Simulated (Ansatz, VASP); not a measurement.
## Two plane-wave programs on Si

```
Si
1.0
     4.03411    0.00000    0.00000
    -2.01706    3.49364    0.00000
     0.00000    0.00000    5.80025
Si
4
Direct
  0.33333 0.66667 0.04879
  0.66667 0.33333 0.54879
  0.33333 0.66667 0.45121
  0.66667 0.33333 0.95121
```

Alike in both runs: task single point; functional PBE; k mesh 12 × 12 × 6; occupations gaussian, width 0.05 eV; no spin polarisation.

|  | VASP | Ansatz |
| --- | --- | --- |
| version | VASP 6.6.1 | Ansatz 0.2.0 |
| potentials or method | VASP PAW PBE potentials, release 64 (Si), cutoff 520 eV | scalar-relativistic, plane waves, PAW |
| valence electrons in the cell | 16 | 16 |

|  | VASP | Ansatz | Ansatz less VASP |
| --- | --- | --- | --- |
| gap on the k mesh at the Fermi level (eV) | none | none | - |
| pressure (GPa) | -0.1 | -0.1 | +0.06 |
| traceless stress, the component that is largest in VASP (GPa) | 12.83 | 12.79 | -0.041 |
| rms of the force components (eV/Å) | 0.201 | 0.200 | -0.0013 |

Atom by atom the forces differ by 0.001 eV/Å (rms over components). A gap of «none» marks a metal or a gap that the smearing closes. With one functional, cell and mesh, what is left measures potentials, basis and numerics.
